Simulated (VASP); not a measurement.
A run of VASP 6.6.1 is set up as follows.

The input POSCAR:

```
Ta2N
1.0
    3.0733181330      0.0000000000      0.0000000000
   -1.5366590665      2.6615715771      0.0000000000
    0.0000000000      0.0000000000      4.8952848135
Ta N
2 1
Direct
    0.6666666667      0.3333333333      0.7429776906
    0.3333333333      0.6666666667      0.2570223094
    0.0000000000      0.0000000000      0.0000000000
```

Contents of INCAR.step1:

```
SYSTEM = Ta2N
ALGO = Normal
EDIFF = 1E-5
ENCUT = 660
GGA = PE
GGA_COMPAT = .False.
ISMEAR = 0
LASPH = .True.
LCHARG = .False.
LREAL = .False.
LWAVE = .True.
NBANDS = 20
NELM = 120
PREC = Accurate
SIGMA = 0.1
```

File INCAR.step2:

```
SYSTEM = Ta2N
ALGO = Normal
EDIFF = 1E-6
ENCUT = 660
GGA_COMPAT = .False.
ISIF = 2
ISMEAR = 0
ISTART = 1
LASPH = .True.
LCHARG = .False.
LMIXTAU = .True.
LREAL = .False.
LWAVE = .False.
METAGGA = R2SCAN
NBANDS = 20
NELM = 120
PREC = Accurate
SIGMA = 0.1
```

KPOINTS

```
k-points
0
Gamma
  18 18 10
  0 0 0
```

Potentials or basis: VASP PAW PBE potentials, release 64 (Ta_pv, N).

Command:

```console
$ cat potpaw_PBE.64/Ta_pv/POTCAR potpaw_PBE.64/N/POTCAR > POTCAR
$ cp INCAR.step1 INCAR
$ mpirun -np 1 vasp_std > vasp.out
$ cp INCAR.step2 INCAR
$ mpirun -np 1 vasp_std > vasp.out
```

Predict the largest force.

0.074 eV/Å.

What does it give for the pressure?

1.1 GPa.

Predict the band gap on the k mesh.

zero (an odd number of electrons rules out a gap without spin polarisation).

Stress tensor (GPa, compression positive):
```
1.17 0.00 0.00
0.00 1.17 0.00
0.00 0.00 0.99
```

Caveat: the PAW data sets were made with another functional, which shifts forces and pressure a little; spin-orbit coupling is left out, which moves the levels of the heavy elements.
